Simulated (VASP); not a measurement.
A run of VASP 6.6.1 is set up as follows.

INCAR

```
SYSTEM = Mg32O30F
PREC = Accurate ; ENCUT = 520
EDIFF = 1E-6 ; ISMEAR = 0
SIGMA = 0.02 ; LREAL = Auto
LASPH = .TRUE. ; NELM = 80
ALGO = Normal ; ISIF = 2
LWAVE = .FALSE. ; LCHARG = .FALSE.
GGA = PE ; NELECT = 250.0
NBANDS = 162
```

File KPOINTS:

```
regular mesh
0
G
  1 1 1
  0 0 0
```

Contents of POSCAR:

```
Mg32O30F
1.0
    8.6060000000      0.0000000000      0.0000000000
    0.0000000000      8.6060000000      0.0000000000
    0.0000000000      0.0000000000      8.6060000000
Mg O F
32 30 1
Direct
    0.5014438764     -0.0000436904     -0.0118050198
    0.7501974204      0.2503182663     -0.0003159424
    0.7617385545     -0.0000696026      0.2484178480
   -0.0013714850     -0.0000455496     -0.0020452010
    0.2501026028      0.2510012782     -0.0001080641
    0.5003138508      0.4999345805     -0.0020851731
    0.7501931211      0.7495664653     -0.0003226818
    0.2370217290     -0.0000549617      0.2452809668
    0.5001898675      0.2620604230      0.2496883570
    0.7519601441      0.4999403904      0.2495673948
    0.5045869161     -0.0000680920      0.5129069254
    0.7499937253      0.2510113874      0.4997809668
    0.7519386475     -0.0000618173      0.7512793400
   -0.0000185917      0.4999377179     -0.0010085987
    0.2501079479      0.7488831048     -0.0001098071
   -0.0000555426      0.2517505229      0.2498234952
    0.2481916105      0.4999435278      0.2488549849
    0.5001990472      0.7377864281      0.2496661631
   -0.0062653962     -0.0000613525      0.5018347664
    0.2501946317      0.2544675808      0.4996917267
    0.5010248664      0.4999280734      0.5017038113
    0.7499938415      0.7488704392      0.4997854985
    0.2480537997     -0.0000352080      0.7561396700
    0.5000577504      0.2517522659      0.7499494539
    0.7509037881      0.4999316756      0.7499145945
   -0.0000626307      0.7481277016      0.2498154776
   -0.0007838717      0.4999388799      0.5005482222
    0.2502032303      0.7453655589      0.4996853358
    0.0001862654      0.2506555891      0.7496975366
    0.2493487102      0.4999417848      0.7506774343
    0.5000718104      0.7481393214      0.7499632814
    0.0001819661      0.7492300720      0.7497125261
    0.7475196375      0.2473135022      0.2498879851
    0.0002273995      0.4999417848      0.2500185917
    0.0002214734      0.2489733907      0.4990607716
    0.2526819661      0.2473743900      0.2497239135
    0.4999185452      0.4999321404      0.2499596793
    0.7475162677      0.7525690216      0.2498568441
   -0.0004197072     -0.0000650709      0.2496247967
    0.5001344411      0.2473877527      0.4972514525
    0.7495159191      0.4999518940      0.4991123635
    0.0002406461      0.7509248199      0.4990737857
    0.7494563096      0.2491293284      0.7495493842
    0.0003606786      0.4999384151      0.7495384615
    0.0003313967      0.2491311875      0.0004628166
    0.2526799907      0.7525204508      0.2497633047
    0.2507891006      0.4999264467      0.4990951662
    0.5001187544      0.7525084825      0.4972414594
    0.7474545666     -0.0000711132      0.4972118290
    0.2508104811      0.2489981408      0.7496895189
    0.4998788055      0.4999350453      0.7496541947
    0.7494343481      0.7507399489      0.7495708808
    0.0000189403     -0.0000583314      0.7498944922
    0.5000079015      0.2473696258      0.0023036254
    0.7495156867      0.4999308622      0.0003705554
    0.0003270974      0.7507679526      0.0004467813
    0.2508270974      0.7509050662      0.7496590751
    0.5002405299     -0.0000404369      0.7503225657
    0.2507786428      0.4999410876      0.0003718336
    0.5000052289      0.7525450848      0.0023141994
    0.7480436904     -0.0000391587      0.0018110620
    0.2527407623     -0.0000484546      0.0024206368
    0.5046092261      0.0000116198      0.2451554729
```

Potentials or basis: VASP PAW PBE potentials, release 64 (Mg, O, F).

Command:

```console
$ cat potpaw_PBE.64/Mg/POTCAR potpaw_PBE.64/O/POTCAR potpaw_PBE.64/F/POTCAR > POTCAR
$ mpirun -np 1 vasp_gam > vasp.out
```

Task: Predict the largest force.

Result: 0.029 eV/Å.

Forces in eV/Å, atoms in the order of the input:
```
Mg  -0.001  0.000 -0.015
Mg   0.003  0.001 -0.004
Mg   0.010  0.001  0.002
Mg  -0.002  0.000 -0.001
Mg   0.001  0.007 -0.003
Mg  -0.001 -0.001 -0.001
Mg   0.004 -0.003 -0.005
Mg  -0.020 -0.001 -0.021
Mg   0.001  0.019 -0.001
Mg   0.000 -0.001  0.000
Mg   0.022  0.000  0.019
Mg   0.001  0.005 -0.001
Mg   0.000  0.001  0.002
Mg  -0.001  0.000 -0.007
Mg   0.001 -0.006 -0.003
Mg  -0.002  0.001  0.000
Mg   0.002 -0.001 -0.004
Mg   0.000 -0.017  0.001
Mg  -0.004  0.000  0.000
Mg  -0.003  0.016  0.004
Mg   0.004  0.000 -0.001
Mg   0.001 -0.005 -0.001
Mg   0.002 -0.002  0.006
Mg   0.000  0.002  0.002
Mg   0.005 -0.001  0.000
Mg  -0.001  0.000  0.000
Mg  -0.004  0.000  0.003
Mg  -0.004 -0.012  0.005
Mg   0.002  0.002 -0.002
Mg  -0.004 -0.001  0.003
Mg  -0.001 -0.002  0.001
Mg   0.003 -0.002 -0.003
O    0.000 -0.001  0.001
O   -0.001  0.001  0.000
O   -0.003  0.011  0.005
O    0.003 -0.011  0.006
O    0.001  0.001  0.001
O   -0.001  0.002  0.003
O    0.005  0.001  0.002
O   -0.004 -0.013 -0.006
O    0.004  0.000  0.003
O   -0.005 -0.012  0.004
O    0.003  0.006  0.002
O   -0.004  0.001  0.003
O   -0.002  0.005 -0.003
O    0.004  0.010  0.003
O   -0.004  0.001  0.004
O   -0.002  0.011 -0.006
O    0.000 -0.001 -0.005
O   -0.005  0.010  0.001
O    0.001  0.001  0.002
O    0.004 -0.004  0.002
O   -0.005  0.001  0.005
O   -0.001 -0.003  0.002
O    0.003  0.001 -0.001
O   -0.001 -0.006 -0.001
O   -0.005 -0.010  0.004
O    0.000 -0.001 -0.005
O   -0.004  0.001 -0.003
O   -0.001  0.002  0.002
O   -0.002 -0.001  0.003
O    0.000 -0.001  0.000
F    0.010 -0.002 -0.005
```

Caveat: the k points lie up to 0.73 Å⁻¹ apart; the cell carries a net charge on a neutralising background, which shifts energy and pressure.
